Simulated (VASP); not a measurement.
Set up this calculation in VASP 6.6.1, as the native input.

```
Task                   : relaxation of shape and atoms at fixed volume
Functional             : PBEsol
Potentials or basis    : VASP PAW PBE potentials, release 64 (Bi_d)
Cutoff                 : 600 eV
k mesh                 : 12 × 12 × 7
Occupations            : fermi-dirac, width 0.1 eV
Spin                   : no spin polarisation
Dipole correction      : no
Further INCAR settings : ALGO = Normal; EDIFF = 1e-06; IBRION = 2; EDIFFG = -0.005; NSW = 50; ISIF = 4
```

The structure of Bi lies in POSCAR:

```
Bi
1.0
    2.8687970431      0.0000000000      0.0000000000
   -1.4343985215      2.4844511176      0.0000000000
    0.0000000000      0.0000000000      4.9073736268
Bi
2
Direct
    0.3333333333      0.6666666667      0.2500000000
    0.6666666667      0.3333333333      0.7500000000
```

This isn't the form of Bi at room conditions, which is rhombohedral.

The input as run:

INCAR

```
ALGO = Normal
EDIFF = 1E-6
EDIFFG = -0.005
ENCUT = 600
GGA = PS
IBRION = 2
ISIF = 4
ISMEAR = -1
LASPH = T
LCHARG = F
LREAL = F
LWAVE = F
NELM = 100
NSW = 50
PREC = Accurate
SIGMA = 0.1
```

KPOINTS

```
k-points
0
Gamma
  12 12 7
```

Potentials or basis: VASP PAW PBE potentials, release 64 (Bi_d).

Launch:

```sh
$ cat potpaw_PBE.64/Bi_d/POTCAR > POTCAR
$ mpirun -np 1 vasp_std > vasp.out
```

Results of the run:

The energy gained by relaxing is 64.8 meV/atom, the ionic steps are 6 and the pressure after relaxing is 115.4 GPa. The band gap on the k mesh is zero (bands 15 and 16 overlap by 11.50 eV).

Caveat: the PAW data sets were made with another functional, which shifts forces and pressure a little; spin-orbit coupling is left out, which moves the levels of the heavy elements.

Run time: 2.9 min on 1 thread of Intel Xeon 8259CL (shared host), peak memory 0.19 GiB.
